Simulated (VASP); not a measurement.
# CoSi2 (Fm-3m) in VASP: further runs, part 2 of 2

VASP 6.6.1. Earlier steps stand in the parts before.

**4. Single point, PBE**

This run uses another cell than the first one, of 12.83 Å³/atom.

INCAR reads:

```
PREC     = Accurate       # precision mode
ENCUT    = 520            # plane-wave cutoff, eV
EDIFF    = 1E-6           # SCF threshold, eV
ISMEAR   = 0              # smearing method
SIGMA    = 0.1            # smearing width, eV
LREAL    = F              # projectors in reciprocal space
LASPH    = T              # aspherical terms in the spheres
NELM     = 100            # most SCF steps
ALGO     = Normal         # electronic algorithm
ISIF     = 2              # what is computed and relaxed
LWAVE    = F              # write WAVECAR
LCHARG   = F              # write CHGCAR
GGA      = PE             # functional
NBANDS   = 16             # bands
```

KPOINTS reads:

```
Automatic mesh
0
Gamma
  14 14 14
```

POSCAR reads:

```
CoSi2
1.0
    0.0000000000      2.6799219342      2.6799219342
    2.6799219342      0.0000000000      2.6799219342
    2.6799219342      2.6799219342      0.0000000000
Co Si
1 2
Direct
    0.0000000000      0.0000000000      0.0000000000
    0.2500000000      0.2500000000      0.2500000000
    0.7500000000      0.7500000000      0.7500000000
```

Potentials or basis: VASP PAW PBE potentials, release 64 (Co, Si).

Command:

```
$ cat potpaw_PBE.64/Co/POTCAR potpaw_PBE.64/Si/POTCAR > POTCAR
$ mpirun -np 1 vasp_std > vasp.out
```

OUTCAR:

```text
PREC = Accurate
   ENCUT = 520
   EDIFF = 1E-6
   ISMEAR = 0
   LREAL = F
   LASPH = T
   NELM = 100
   ISIF = 2
   GGA = PE

 ion  position               nearest neighbor table
   1  0.000  0.000  0.000-   2 2.32   3 2.32   3 2.32   3 2.32   3 2.32   2 2.32   2 2.32   2 2.32

   2  0.250  0.250  0.250-   1 2.32   1 2.32   1 2.32   1 2.32   3 2.68   3 2.68   3 2.68   3 2.68
                             3 2.68   3 2.68
   3  0.750  0.750  0.750-   1 2.32   1 2.32   1 2.32   1 2.32   2 2.68   2 2.68   2 2.68   2 2.68
                             2 2.68   2 2.68

  LATTYP: Found a face centered cubic cell.
 ALAT       =     5.3598438684

  Lattice vectors:

 A1 = (   0.0000000000,   2.6799219342,   2.6799219342)
 A2 = (   2.6799219342,   0.0000000000,   2.6799219342)
 A3 = (   2.6799219342,   2.6799219342,   0.0000000000)

Analysis of symmetry for initial positions (statically):
=====================================================================
 Subroutine PRICEL returns:
 Original cell was already a primitive cell.

 Routine SETGRP: Setting up the symmetry group for a
 face centered cubic supercell.

 Subroutine GETGRP returns: Found 48 space group operations
 (whereof 48 operations were pure point group operations)
 out of a pool of 48 trial point group operations.

The static configuration has the point symmetry O_h .

Analysis of symmetry for dynamics (positions and initial velocities):
=====================================================================
 Subroutine PRICEL returns:
 Original cell was already a primitive cell.

 Routine SETGRP: Setting up the symmetry group for a
 face centered cubic supercell.

 Subroutine GETGRP returns: Found 48 space group operations
 (whereof 48 operations were pure point group operations)
 out of a pool of 48 trial point group operations.

The dynamic configuration has the point symmetry O_h .

 Subroutine INISYM returns: Found 48 space group operations
 (whereof 48 operations are pure point group operations),
[... 118 lines left out ...]
     AMIX_MAG =   1.60;   BMIX_MAG =  1.00
  volume/ion in A,a.u.               =      12.83        86.59
  Fermi-wavevector in a.u.,A,eV,Ry     =   1.246691  2.355905 21.146715  1.554240
  Thomas-Fermi vector in A             =   2.380857
   LORBIT       =      0    0 simple, 1 ext, 2 COOP (PROOUT), +10 PAW based schemes
   GGA     = PE    functional components
   LHFCALC =     F    Hartree Fock is set to
   AEXX    =    0.0000 exact exchange contribution
   IVDW    =     0    specifies the selected vdW correction
   LEPSILON=     F    determine dielectric tensor
   LRPA    =     F    only Hartree local field effects (RPA)
 non-spin polarized calculation
 Gauss-broadening in eV      SIGMA  =   0.10
  energy-cutoff  :      520.00
  volume of cell :       38.49
 maximum number of plane-waves:      1056
   NGX = 15   NGY = 15   NGZ = 15

 number of electron      16.9999995 magnetization

 Free energy of the ion-electron system (eV)
  ---------------------------------------------------
  ext. energy  EPLUGINS =         0.00000000
  ---------------------------------------------------
  free energy    TOTEN  =       -19.29741151 eV

  energy without entropy =      -19.29224638  energy(sigma->0) =      -19.29482894

 E-fermi :  10.0757     XC(G=0): -11.7364

 val. band max:       10.0728340961   @ k =   0.4286   0.2143   0.0714
 cond. band min:      10.0933576620   @ k =   0.3571   0.0714   0.0000
 fundamental gap:      0.0205235659
 Fermi energy:        10.0756761067

 k-point     1 :       0.0000    0.0000    0.0000
  band No.  band energies     occupation
      1      -3.0440      2.00000
      2       5.9963      2.00000
      3       5.9963      2.00000
      4       5.9963      2.00000
      5       8.1643      2.00000
      6       8.1643      2.00000
[... 433 lines left out ...]
      3       6.1322      2.00000
      4       6.2077      2.00000
      5       7.3402      2.00000
      6       8.3405      2.00000
[... 8 lines left out ...]
     15      18.3866      0.00000
     16      18.6370      0.00000

 [... further k-points ...]

------------------------ aborting loop because EDIFF is reached ----------------------------------------

  FORCE on cell =-STRESS in cart. coord.  units (eV):
  Direction    XX          YY          ZZ          XY          YZ          ZX
  --------------------------------------------------------------------------------------
  -------------------------------------------------------------------------------------
  Total       -0.0550948     -0.0550948     -0.0550948      0.0000000      0.0000000     -0.0000000
  in kB       -2.2931082     -2.2931082     -2.2931082      0.0000000      0.0000000     -0.0000000
  external PRESSURE =      -2.2931082 kB  Pullay stress =       0.0000000 kB

 VOLUME and BASIS-vectors are now :
 -----------------------------------------------------------------------------
  energy-cutoff  :      520.00
  volume of cell :       38.49
      direct lattice vectors                 reciprocal lattice vectors
     0.000000000  2.679921934  2.679921934    -0.186572599  0.186572599  0.186572599
     2.679921934  0.000000000  2.679921934     0.186572599 -0.186572599  0.186572599
     2.679921934  2.679921934  0.000000000     0.186572599  0.186572599 -0.186572599

 POSITION                                       TOTAL-FORCE (eV/Angst)
 -----------------------------------------------------------------------------------
      0.00000      0.00000      0.00000         0.000000     -0.000000     -0.000000
      1.33996      1.33996      1.33996        -0.000000      0.000000      0.000000
      4.01988      4.01988      4.01988         0.000000      0.000000     -0.000000
 -----------------------------------------------------------------------------------
    total drift:                               -0.000000     -0.000000      0.000000

  FREE ENERGIE OF THE ION-ELECTRON SYSTEM (eV)
  ---------------------------------------------------
  free  energy   TOTEN  =       -19.2974115106 eV

  energy  without entropy=      -19.2922463782  energy(sigma->0) =      -19.29482894
```

OSZICAR:

```text
N       E                     dE             d eps       ncg     rms          rms(c)
DAV:   1     0.593270802817E+02    0.59327E+02   -0.68251E+03  3352   0.101E+03
DAV:   2    -0.176750531401E+02   -0.77002E+02   -0.69072E+02  3752   0.202E+02
DAV:   3    -0.206621049336E+02   -0.29871E+01   -0.29291E+01  4368   0.436E+01
DAV:   4    -0.207143314645E+02   -0.52227E-01   -0.52181E-01  3968   0.555E+00
DAV:   5    -0.207158851493E+02   -0.15537E-02   -0.15536E-02  4360   0.969E-01    0.143E+01
DAV:   6    -0.244485339987E+02   -0.37326E+01   -0.24908E+01  3568   0.103E+02    0.180E+01
DAV:   7    -0.193244342252E+02    0.51241E+01   -0.11121E+01  4176   0.809E+01    0.318E+00
DAV:   8    -0.193301254951E+02   -0.56913E-02   -0.75836E-01  4000   0.580E+00    0.192E+00
DAV:   9    -0.192974184161E+02    0.32707E-01   -0.89782E-02  3952   0.557E+00    0.492E-01
DAV:  10    -0.192976186131E+02   -0.20020E-03   -0.70016E-03  4656   0.133E+00    0.151E-01
DAV:  11    -0.192973819930E+02    0.23662E-03   -0.93949E-04  4288   0.572E-01    0.326E-02
DAV:  12    -0.192974132240E+02   -0.31231E-04   -0.90258E-05  3872   0.684E-02    0.187E-02
DAV:  13    -0.192974111569E+02    0.20671E-05   -0.77345E-06  4368   0.427E-02    0.788E-03
DAV:  14    -0.192974115106E+02   -0.35367E-06   -0.76089E-07  2280   0.995E-03
   1 F= -.19297412E+02 E0= -.19294829E+02  d E =-.516513E-02
```

stdout:

```text
POSCAR found type information on POSCAR CoSi
 POSCAR found :  2 types and       3 ions
 scaLAPACK will be used
 LDA part: xc-table for (Slater+PW92), standard interpolation
 POSCAR, INCAR and KPOINTS ok, starting setup
 FFT: planning ... GRIDC
 FFT: planning ... GRID_SOFT
 FFT: planning ... GRID
 WAVECAR not read
 entering main loop
```

It took 34 s on 1 thread of Intel Xeon Platinum 8559C (Emerald Rapids), shared host; peak memory 0.2 GiB.

What came out:

```yaml
Free_energy: -19.2974 eV
Pressure: -0.2 GPa
Band_gap_on_the_k_mesh: zero (an odd number of electrons rules out a gap without spin polarisation)
```

Caveat: the run has no spin polarisation, though such a crystal can be magnetic. Spin polarisation is off, so any magnetic state and its effect on volume and gap are missing.
